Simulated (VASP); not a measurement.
# TiN in VASP: relaxation of the atoms with LDA

Aim: the relaxation of the atoms of TiN with LDA.

All numbers are computed with VASP 6.6.1; they aren't measurements. Logs are shortened: lines on timing, memory, paths and dates and some standing lists are left out, and cuts for length are marked.

### 1 The cell of the first run

The cell holds a slab with vacuum, 14 atoms: a = 2.950 Å, b = 2.950 Å, c = 27.514 Å, α = 90.00°, β = 90.00°, γ = 90.00°.

### 2 Relaxation of the atoms, LDA

INCAR

```
SYSTEM = TiN
ALGO = Normal ; DIPOL = 0.5 0.5 0.500
EDIFF = 1E-7 ; EDIFFG = -0.02
ENCUT = 520 ; IBRION = 2
IDIPOL = 3 ; ISIF = 2
ISMEAR = 0 ; KPAR = 4
LASPH = .TRUE. ; LCHARG = .FALSE.
LDIPOL = .TRUE. ; LREAL = .FALSE.
LWAVE = .FALSE. ; NELM = 80
NSW = 80 ; PREC = Accurate
SIGMA = 0.1
```

KPOINTS

```
k-points
0
G
  12 12 1
  0 0 0
```

POSCAR

```
TiN
1.0
    2.9496626303      0.0000000000      0.0000000000
    0.0000000000      2.9496626303      0.0000000000
    0.0000000000      0.0000000000     27.5143586884
Ti N
7 7
Direct
    0.5000000000      0.5000000000      0.2725849468
    0.0000000000      0.0000000000      0.3483899645
    0.5000000000      0.5000000000      0.4241949823
    0.0000000000      0.0000000000      0.5000000000
    0.5000000000      0.5000000000      0.5758050177
    0.0000000000      0.0000000000      0.6516100355
    0.5000000000      0.5000000000      0.7274150532
    0.0000000000      0.0000000000      0.2725849468
    0.5000000000      0.5000000000      0.3483899645
    0.0000000000      0.0000000000      0.4241949823
    0.5000000000      0.5000000000      0.5000000000
    0.0000000000      0.0000000000      0.5758050177
    0.5000000000      0.5000000000      0.6516100355
    0.0000000000      0.0000000000      0.7274150532
```

Potentials or basis: VASP PAW LDA potentials, release 64 (Ti_sv, N).

Run with:

```bash
cat potpaw_LDA.64/Ti_sv/POTCAR potpaw_LDA.64/N/POTCAR > POTCAR
mpirun -np 4 vasp_std > vasp.out
```

OUTCAR:

```text
SYSTEM = TiN
   EDIFF = 1E-7
   EDIFFG = -0.02
   ENCUT = 520
   IBRION = 2
   ISIF = 2
   ISMEAR = 0
   LASPH = .TRUE.
   LREAL = .FALSE.
   NELM = 80
   NSW = 80
   PREC = Accurate

 ion  position               nearest neighbor table
   1  0.500  0.500  0.273-   9 2.09   8 2.09   8 2.09   8 2.09   8 2.09
   2  0.000  0.000  0.348-   8 2.09   9 2.09   9 2.09   9 2.09   9 2.09  10 2.09
   3  0.500  0.500  0.424-  11 2.09  10 2.09  10 2.09  10 2.09  10 2.09   9 2.09
   4  0.000  0.000  0.500-  10 2.09  12 2.09  11 2.09  11 2.09  11 2.09  11 2.09
   5  0.500  0.500  0.576-  11 2.09  12 2.09  12 2.09  12 2.09  12 2.09  13 2.09
   6  0.000  0.000  0.652-  14 2.09  13 2.09  13 2.09  13 2.09  13 2.09  12 2.09
   7  0.500  0.500  0.727-  13 2.09  14 2.09  14 2.09  14 2.09  14 2.09
   8  0.000  0.000  0.273-   2 2.09   1 2.09   1 2.09   1 2.09   1 2.09
   9  0.500  0.500  0.348-   1 2.09   2 2.09   2 2.09   2 2.09   2 2.09   3 2.09
  10  0.000  0.000  0.424-   4 2.09   3 2.09   3 2.09   3 2.09   3 2.09   2 2.09
  11  0.500  0.500  0.500-   3 2.09   5 2.09   4 2.09   4 2.09   4 2.09   4 2.09
  12  0.000  0.000  0.576-   4 2.09   5 2.09   5 2.09   5 2.09   5 2.09   6 2.09
  13  0.500  0.500  0.652-   7 2.09   6 2.09   6 2.09   6 2.09   6 2.09   5 2.09
  14  0.000  0.000  0.727-   6 2.09   7 2.09   7 2.09   7 2.09   7 2.09

  LATTYP: Found a simple tetragonal cell.
 ALAT       =     2.9496626303
 C/A-ratio  =     9.3279680211

  Lattice vectors:

 A1 = (   2.9496626303,   0.0000000000,   0.0000000000)
 A2 = (   0.0000000000,   2.9496626303,   0.0000000000)
 A3 = (   0.0000000000,   0.0000000000,  27.5143586884)

Analysis of symmetry for initial positions (statically):
=====================================================================
 Subroutine PRICEL returns:
 Original cell was already a primitive cell.

 Routine SETGRP: Setting up the symmetry group for a
 simple tetragonal supercell.

 Subroutine GETGRP returns: Found 16 space group operations
 (whereof 16 operations were pure point group operations)
 out of a pool of 16 trial point group operations.

The static configuration has the point symmetry D_4h.

Analysis of symmetry for dynamics (positions and initial velocities):
=====================================================================
 Subroutine PRICEL returns:
 Original cell was already a primitive cell.

 Routine SETGRP: Setting up the symmetry group for a
 simple tetragonal supercell.

 Subroutine GETGRP returns: Found 16 space group operations
 (whereof 16 operations were pure point group operations)
 out of a pool of 16 trial point group operations.

The dynamic configuration has the point symmetry D_4h.

 Subroutine INISYM returns: Found 16 space group operations
 (whereof 16 operations are pure point group operations),
 and found     1 'primitive' translations

----------------------------------------------------------------------------------------

                                     Primitive cell

  volume of cell :     239.3889

  direct lattice vectors                    reciprocal lattice vectors
     2.949662630  0.000000000  0.000000000     0.339021822  0.000000000  0.000000000
     0.000000000  2.949662630  0.000000000     0.000000000  0.339021822  0.000000000
     0.000000000  0.000000000 27.514358688     0.000000000  0.000000000  0.036344660

  length of vectors
     2.949662630  2.949662630 27.514358688     0.339021822  0.339021822  0.036344660

  position of ions in fractional coordinates (direct lattice)
     0.500000000  0.500000000  0.272584947
     0.000000000  0.000000000  0.348389965
     0.500000000  0.500000000  0.424194982
     0.000000000  0.000000000  0.500000000
     0.500000000  0.500000000  0.575805018
     0.000000000  0.000000000  0.651610035
     0.500000000  0.500000000  0.727415053
     0.000000000  0.000000000  0.272584947
     0.500000000  0.500000000  0.348389965
     0.000000000  0.000000000  0.424194982
     0.500000000  0.500000000  0.500000000
     0.000000000  0.000000000  0.575805018
     0.500000000  0.500000000  0.651610035
     0.000000000  0.000000000  0.727415053

  ion indices of the primitive-cell ions
   primitive index   ion index
                 1           1
                 2           2
                 3           3
                 4           4
[... 81 lines left out ...]
   NELM   =     80;   NELMIN=  2; NELMDL= -5     # of ELM steps
   EDIFF  = 0.1E-06   stopping-criterion for ELM
   LREAL  =      F    real-space projection
   EDIFFG = -.2E-01   stopping-criterion for IOM
   NSW    =     80    number of steps for IOM
   IBRION =      2    ionic relax: 0-MD 1-quasi-New 2-CG
   NFREE  =      1    steps in history (QN), initial steepest desc. (CG)
   ISIF   =      2    stress and relaxation
   ISYM   =      2    0-nonsym 1-usesym 2-fastsym
   POTIM  = 0.5000    time-step for ionic-motion
   TEBEG  =    0.0;   TEEND  =   0.0 temperature during run
   PSTRESS=    0.0 pullay stress
   NELECT =     119.0000    total number of electrons
   NUPDOWN=      -1.0000    fix difference up-down
   EMIN   =  10.00;   EMAX   =-10.00  energy-range for DOS
   EFERMI =   0.00;   METHOD = LEGACY
   ISMEAR =     0;   SIGMA  =   0.10  broadening in eV -4-tet -1-fermi 0-gaus
   EFERMI_NEDOS =   21; number of points for ismear=-14 and -15
   IALGO  =     38    algorithm
   IMIX   =      4    mixing-type and parameters
     AMIX     =   0.40;   BMIX     =  1.00
     AMIX_MAG =   1.60;   BMIX_MAG =  1.00
  volume/ion in A,a.u.               =      17.10       115.39
  Fermi-wavevector in a.u.,A,eV,Ry     =   1.296848  2.450688 22.882483  1.681815
  Thomas-Fermi vector in A             =   2.428278
   LORBIT       =      0    0 simple, 1 ext, 2 COOP (PROOUT), +10 PAW based schemes
   GGA     = CA    functional components
   LHFCALC =     F    Hartree Fock is set to
   AEXX    =    0.0000 exact exchange contribution
   IVDW    =     0    specifies the selected vdW correction
   LEPSILON=     F    determine dielectric tensor
   LRPA    =     F    only Hartree local field effects (RPA)
 conjugate gradient relaxation of ions
 non-spin polarized calculation
 Gauss-broadening in eV      SIGMA  =   0.10
  energy-cutoff  :      520.00
  volume of cell :      239.39
 maximum number of plane-waves:      6513
 NGX is ok and might be reduce to    24
   NGX = 11   NGY = 11   NGZ =103

--------------------------------------- Ionic step        1  -------------------------------------------

 number of electron     118.9999995 magnetization

 Free energy of the ion-electron system (eV)
  ---------------------------------------------------
  ext. energy  EPLUGINS =         0.00000000
  ---------------------------------------------------
  free energy    TOTEN  =      -149.55270122 eV

  energy without entropy =     -149.51807050  energy(sigma->0) =     -149.53538586

------------------------ aborting loop because EDIFF is reached ----------------------------------------

  FORCE on cell =-STRESS in cart. coord.  units (eV):
  Direction    XX          YY          ZZ          XY          YZ          ZX
  --------------------------------------------------------------------------------------
  -------------------------------------------------------------------------------------
  Total       -4.3485562     -4.3485562     -2.9100597      0.0000000      0.0000000     -0.0000000
  in kB      -29.1039263    -29.1039263    -19.4763871      0.0000000      0.0000000     -0.0000000
  external PRESSURE =     -25.8947466 kB  Pullay stress =       0.0000000 kB
[... 125 lines left out ...]
  FREE ENERGIE OF THE ION-ELECTRON SYSTEM (eV)
  ---------------------------------------------------
  free  energy   TOTEN  =      -149.8568920232 eV

  energy  without entropy=     -149.8258655603  energy(sigma->0) =     -149.84137879

[... ionic steps 4 to 7 ...]

--------------------------------------- Ionic step        8  -------------------------------------------

 number of electron     118.9999989 magnetization

------------------------ aborting loop because EDIFF is reached ----------------------------------------
[... 43 lines left out ...]
--------------------------------------- Ionic step        9  -------------------------------------------

 number of electron     118.9999988 magnetization

 dipolmoment           0.000000      0.000000     -0.000000 electrons x Angstroem

------------------------ aborting loop because EDIFF is reached ----------------------------------------

  FORCE on cell =-STRESS in cart. coord.  units (eV):
  Direction    XX          YY          ZZ          XY          YZ          ZX
  --------------------------------------------------------------------------------------
  -------------------------------------------------------------------------------------
  Total       -3.9626463     -3.9626463     -0.7025714      0.0000000      0.0000000     -0.0000000
  in kB      -26.5211166    -26.5211166     -4.7021550      0.0000000      0.0000000     -0.0000000
  external PRESSURE =     -19.2481294 kB  Pullay stress =       0.0000000 kB
[... 35 lines left out ...]
--------------------------------------- Ionic step       10  -------------------------------------------

 number of electron     118.9999989 magnetization

 dipolmoment           0.000000      0.000000      0.000000 electrons x Angstroem

 Free energy of the ion-electron system (eV)
  ---------------------------------------------------
  ext. energy  EPLUGINS =         0.00000000
  ---------------------------------------------------
  free energy    TOTEN  =      -149.87074775 eV

  energy without entropy =     -149.83955226  energy(sigma->0) =     -149.85515000

 E-fermi :   4.7796     XC(G=0):  -7.8888

 val. band max:        4.7716949830   @ k =   0.3333   0.3333   0.0000
 cond. band min:       4.7821366164   @ k =   0.4167   0.0833   0.0000
 fundamental gap:      0.0104416334
 Fermi energy:         4.7796198288

 k-point     1 :       0.0000    0.0000    0.0000
  band No.  band energies     occupation
      1     -52.2699      2.00000
      2     -52.2398      2.00000
      3     -52.2328      2.00000
      4     -52.2018      2.00000
      5     -52.1547      2.00000
      6     -52.0382      2.00000
[... 1765 lines left out ...]
     70       7.1067      0.00000
     71       7.1691      0.00000

 [... further k-points ...]

------------------------ aborting loop because EDIFF is reached ----------------------------------------

 vacuum level on the upper side and lower side of the slab       (xc-potential included)        -0.008        -0.008

  FORCE on cell =-STRESS in cart. coord.  units (eV):
  Direction    XX          YY          ZZ          XY          YZ          ZX
  --------------------------------------------------------------------------------------
  -------------------------------------------------------------------------------------
  Total       -3.9309069     -3.9309069     -0.5994126      0.0000000     -0.0000000      0.0000000
  in kB      -26.3086915    -26.3086915     -4.0117365      0.0000000     -0.0000000      0.0000000
  external PRESSURE =     -18.8763732 kB  Pullay stress =       0.0000000 kB
[... 29 lines left out ...]
  FREE ENERGIE OF THE ION-ELECTRON SYSTEM (eV)
  ---------------------------------------------------
  free  energy   TOTEN  =      -149.8707477473 eV

  energy  without entropy=     -149.8395522561  energy(sigma->0) =     -149.85515000

 reached required accuracy - stopping structural energy minimisation

 vacuum level on the upper side and lower side of the slab         7.972         7.972
```

Wall time 14 min (4 MPI ranks of AMD EPYC 9R45 (Zen 5), shared host); peak memory 0.48 GiB.

What came out:

```
Free energy                  : -149.8707 eV
Energy gained by relaxing    : 22.7 meV/atom
Ionic steps                  : 10
Largest force after relaxing : 0.019 eV/Å
Band gap on the k mesh       : zero (an odd number of electrons rules out a gap without spin polarisation)
```

Forces in eV/Å, atoms in the order of the input:
```
Ti   0.000  0.000  0.013
Ti   0.000  0.000 -0.001
Ti   0.000  0.000  0.019
Ti   0.000  0.000  0.000
Ti   0.000  0.000 -0.019
Ti   0.000  0.000  0.001
Ti   0.000  0.000 -0.013
N    0.000  0.000  0.007
N    0.000  0.000  0.014
N    0.000  0.000  0.006
N    0.000  0.000  0.000
N    0.000  0.000 -0.006
N    0.000  0.000 -0.014
N    0.000  0.000 -0.007
```

The path:
| step | energy change (eV) | largest force (eV/Å) | pressure (GPa) |
| --- | --- | --- | --- |
| 1 | 0.0000 | 2.0290 | -2.59 |
| 2 | -0.2984 | 0.4903 | -1.80 |
| 3 | -0.3042 | 0.2923 | -1.93 |
| 4 | -0.3163 | 0.0968 | -1.98 |
| 5 | -0.3175 | 0.0388 | -2.00 |
| 6 | -0.3175 | 0.0382 | -2.00 |
| 7 | -0.3177 | 0.0214 | -1.97 |
| 8 | -0.3179 | 0.0260 | -1.93 |
| 9 | -0.3179 | 0.0297 | -1.92 |
| 10 | -0.3180 | 0.0194 | -1.89 |

Final structure:
```
CELL_PARAMETERS angstrom
2.94966 0.00000 0.00000
0.00000 2.94966 0.00000
0.00000 0.00000 27.51436
ATOMIC_POSITIONS crystal
Ti 0.50000 0.50000 0.27618
Ti 0.00000 0.00000 0.34874
Ti 0.50000 0.50000 0.42370
Ti 0.00000 0.00000 0.50000
Ti 0.50000 0.50000 0.57630
Ti 0.00000 0.00000 0.65126
Ti 0.50000 0.50000 0.72382
N 0.00000 0.00000 0.27036
N 0.50000 0.50000 0.34766
N 0.00000 0.00000 0.42424
N 0.50000 0.50000 0.50000
N 0.00000 0.00000 0.57576
N 0.50000 0.50000 0.65234
N 0.00000 0.00000 0.72964
```

Levels at points of the mesh, in eV from the Fermi level:
```tsv
k point	band 56	band 57	band 58	band 59	band 60	band 61	band 62	band 63	band 64	band 65
(0.00, 0.00, 0.00)	-2.08	-2.08	-2.02	-1.98	-1.98	-1.45	-0.94	-0.71	-0.46	-0.46
(0.50, 0.00, 0.00)	-4.54	0.94	0.99	1.05	1.16	1.27	1.54	1.62	1.63	1.68
(0.50, 0.50, 0.00)	-2.89	-2.84	-2.64	-1.64	-1.64	-0.24	-0.24	0.92	0.92	1.63
```

Caveat: an odd number of electrons without spin polarisation forces a metal; a magnetic or distorted state may lie lower.
